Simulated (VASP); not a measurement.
# TePb (P6_3/mmc) in VASP: notebook, part 2 of 2

VASP 6.6.1.

**4. Single point, PBE (volume changed by -6%)**

File INCAR:

```
  ALGO = Normal
  EDIFF = 1E-7
  ENCUT = 520
  GGA = PE
  ISIF = 2
  ISMEAR = -1
  LASPH = T
  LCHARG = T
  LELF = T
  LREAL = F
  LVHAR = T
  LWAVE = F
  NBANDS = 28
  NELM = 80
  PREC = Accurate
  SIGMA = 0.02
```

File KPOINTS:

```
k-points
0
Gamma
  6 6 4
```

File POSCAR:

```
TePb
1.0
    4.4781391789      0.0000000000      0.0000000000
   -2.2390695895      3.8781822906      0.0000000000
    0.0000000000      0.0000000000      7.7952490245
Pb Te
2 2
Direct
    0.0000000000      0.0000000000      0.0000000000
    0.0000000000      0.0000000000      0.5000000000
    0.3333333333      0.6666666667      0.2500000000
    0.6666666667      0.3333333333      0.7500000000
```

Potentials or basis: VASP PAW PBE potentials, release 64 (Pb_d, Te).

The run is started by

```
cat potpaw_PBE.64/Pb_d/POTCAR potpaw_PBE.64/Te/POTCAR > POTCAR
mpirun -np 1 vasp_std > vasp.out
```

OUTCAR:

```text
EDIFF = 1E-7
   ENCUT = 520
   GGA = PE
   ISIF = 2
   ISMEAR = -1
   LASPH = T
   LREAL = F
   NELM = 80
   PREC = Accurate

 ion  position               nearest neighbor table
   1  0.000  0.000  0.000-   3 3.24   4 3.24   4 3.24   3 3.24   4 3.24   3 3.24   2 3.90   2 3.90

   2  0.000  0.000  0.500-   3 3.24   4 3.24   4 3.24   3 3.24   4 3.24   3 3.24   1 3.90   1 3.90

   3  0.333  0.667  0.250-   1 3.24   2 3.24   1 3.24   2 3.24   1 3.24   2 3.24
   4  0.667  0.333  0.750-   1 3.24   2 3.24   1 3.24   2 3.24   1 3.24   2 3.24

  LATTYP: Found a hexagonal cell.
 ALAT       =     4.4781391789
 C/A-ratio  =     1.7407339775

  Lattice vectors:

 A1 = (   4.4781391789,   0.0000000000,   0.0000000000)
 A2 = (  -2.2390695895,   3.8781822906,   0.0000000000)
 A3 = (   0.0000000000,   0.0000000000,   7.7952490245)

Analysis of symmetry for initial positions (statically):
=====================================================================
 Subroutine PRICEL returns:
[... 169 lines left out ...]
  free energy    TOTEN  =       -14.83992396 eV

  energy without entropy =      -14.83911373  energy(sigma->0) =      -14.83951884

 E-fermi :   6.2089     XC(G=0):  -9.2700

 val. band max:        6.1632830624   @ k =   0.0000   0.0000   0.0000
 cond. band min:       6.2186512872   @ k =   0.3333   0.3333   0.0000
 fundamental gap:      0.0553682249
 Fermi energy:         6.2088904927

 k-point     1 :       0.0000    0.0000    0.0000
  band No.  band energies     occupation
      1     -11.1774      2.00000
      2     -11.1588      2.00000
      3     -11.1588      2.00000
      4     -11.1407      2.00000
      5     -11.1407      2.00000
      6     -11.1307      2.00000
[... 640 lines left out ...]
     27      12.2384      0.00000
     28      12.2384      0.00000

------------------------ aborting loop because EDIFF is reached ----------------------------------------

  FORCE on cell =-STRESS in cart. coord.  units (eV):
  Direction    XX          YY          ZZ          XY          YZ          ZX
  --------------------------------------------------------------------------------------
  -------------------------------------------------------------------------------------
  Total        2.1049035      2.1049035      2.3971902     -0.0000000     -0.0000000      0.0000000
  in kB       24.9107595     24.9107595     28.3698653     -0.0000000     -0.0000000      0.0000000
  external PRESSURE =      26.0637948 kB  Pullay stress =       0.0000000 kB

 VOLUME and BASIS-vectors are now :
 -----------------------------------------------------------------------------
  energy-cutoff  :      520.00
  volume of cell :      135.38
      direct lattice vectors                 reciprocal lattice vectors
     4.478139179  0.000000000  0.000000000     0.223307039  0.128926379  0.000000000
    -2.239069590  3.878182291  0.000000000     0.000000000  0.257852758  0.000000000
     0.000000000  0.000000000  7.795249025     0.000000000  0.000000000  0.128283265

 POSITION                                       TOTAL-FORCE (eV/Angst)
 -----------------------------------------------------------------------------------
      0.00000      0.00000      0.00000        -0.000000      0.000000      0.000000
      0.00000      0.00000      3.89762        -0.000000      0.000000      0.000000
     -0.00000      2.58545      1.94881        -0.000000      0.000000     -0.000000
      2.23907      1.29273      5.84644         0.000000     -0.000000      0.000000
 -----------------------------------------------------------------------------------
    total drift:                               -0.000000      0.000000     -0.000000

  FREE ENERGIE OF THE ION-ELECTRON SYSTEM (eV)
  ---------------------------------------------------
  free  energy   TOTEN  =       -14.8399239555 eV

  energy  without entropy=      -14.8391137311  energy(sigma->0) =      -14.83951884
```

Wall time 56 s (1 thread of Intel Xeon 6975P-C (Granite Rapids), shared host); peak memory 0.29 GiB.

Results:

```
Free energy            : -14.8399 eV
Pressure               : 2.6 GPa
Band gap on the k mesh : zero (band 20 reaches 6.22 eV, above the bottom of band 21 at 6.16 eV)
```

Levels at points of the mesh, in eV from the Fermi level:
```tsv
k point	band 17	band 18	band 19	band 20	band 21	band 22	band 23	band 24
(0.00, 0.00, 0.00)	-1.88	-1.30	-1.30	-0.08	-0.05	1.90	1.90	2.21
(0.50, 0.00, 0.00)	-3.21	-1.46	-1.41	-1.18	0.04	0.72	1.87	3.56
(0.00, 0.00, 0.50)	-1.59	-1.59	-1.55	-1.55	1.94	1.94	1.94	1.94
(0.50, 0.00, 0.50)	-2.81	-2.81	-2.58	-2.58	1.78	1.78	2.72	2.72
```

Caveat: spin-orbit coupling is left out, which moves the levels of the heavy elements.

**5. Single point, PBE (volume changed by -3%)**

File INCAR:

```
  PREC = Accurate
  ENCUT = 520
  EDIFF = 1E-6
  ISMEAR = -1
  SIGMA = 0.02
  LREAL = False
  LASPH = True
  NELM = 80
  ALGO = Normal
  ISIF = 2
  LWAVE = False
  LCHARG = True
  GGA = PE
  LELF = True
  LVHAR = True
  NBANDS = 28
```

File KPOINTS:

```
regular mesh
0
Gamma
  6 6 4
```

File POSCAR:

```
TePb
1.0
    4.5252809504      0.0000000000      0.0000000000
   -2.2626404752      3.9190082623      0.0000000000
    0.0000000000      0.0000000000      7.8773103078
Pb Te
2 2
Direct
    0.0000000000      0.0000000000      0.0000000000
    0.0000000000      0.0000000000      0.5000000000
    0.3333333333      0.6666666667      0.2500000000
    0.6666666667      0.3333333333      0.7500000000
```

The run is started by

```
cat potpaw_PBE.64/Pb_d/POTCAR potpaw_PBE.64/Te/POTCAR > POTCAR
mpirun -np 1 vasp_std > vasp.out
```

It took 42 s on 1 thread of Intel Xeon 6975P-C (Granite Rapids), shared host; peak memory 0.29 GiB.

Results (log left out):

```yaml
Free_energy: -14.8916 eV
Pressure: 1.2 GPa
```

Stress tensor (GPa, compression positive):
```
1.13 0.00 0.00
0.00 1.13 0.00
0.00 0.00 1.29
```

Levels at points of the mesh, in eV from the Fermi level:
| k point | band 16 | band 17 | band 18 | band 19 | band 20 | band 21 | band 22 | band 23 | band 24 | band 25 |
| --- | --- | --- | --- | --- | --- | --- | --- | --- | --- | --- |
| (0.00, 0.00, 0.00) | -1.76 | -1.76 | -1.21 | -1.21 | -0.13 | 0.00 | 1.92 | 1.92 | 2.24 | 2.24 |
| (0.50, 0.00, 0.00) | -4.06 | -3.04 | -1.36 | -1.33 | -1.13 | 0.10 | 0.79 | 1.90 | 3.55 | 4.02 |
| (0.00, 0.00, 0.50) | -1.50 | -1.49 | -1.49 | -1.49 | -1.49 | 1.98 | 1.98 | 1.98 | 1.98 | 2.01 |
| (0.50, 0.00, 0.50) | -3.28 | -2.66 | -2.66 | -2.43 | -2.43 | 1.86 | 1.86 | 2.70 | 2.70 | 2.71 |

Caveat: spin-orbit coupling is left out, which moves the levels of the heavy elements.

**6. Overview**

```tsv
level	cell	gap on the mesh (eV)	pressure (GPa)
r2SCAN	a = 4.589, b = 4.589, c = 8.004 Å, angles 90.0, 90.0, 120.0°, 4 atoms	0.44	-1.2
r2SCAN	a = 4.633, b = 4.633, c = 8.081 Å, angles 90.0, 90.0, 120.0°, 4 atoms	0.50	-2.1
PBE	a = 4.478, b = 4.478, c = 7.795 Å, angles 90.0, 90.0, 120.0°, 4 atoms	none	2.6
PBE	a = 4.525, b = 4.525, c = 7.877 Å, angles 90.0, 90.0, 120.0°, 4 atoms	-	1.2
```

Alike in all rows: task single point; potentials or basis VASP PAW PBE potentials, release 64 (Pb_d, Te); no spin polarisation; k mesh 6 × 6 × 4; cutoff (eV) 520; smearing fermi-dirac 0.02 eV.

Caveats: spin-orbit coupling is left out, which moves the levels of the heavy elements; the PAW data sets were made with another functional, which shifts forces and pressure a little (some runs).

Total energies depend on the potentials used, so only differences within one code and one set of settings carry meaning.
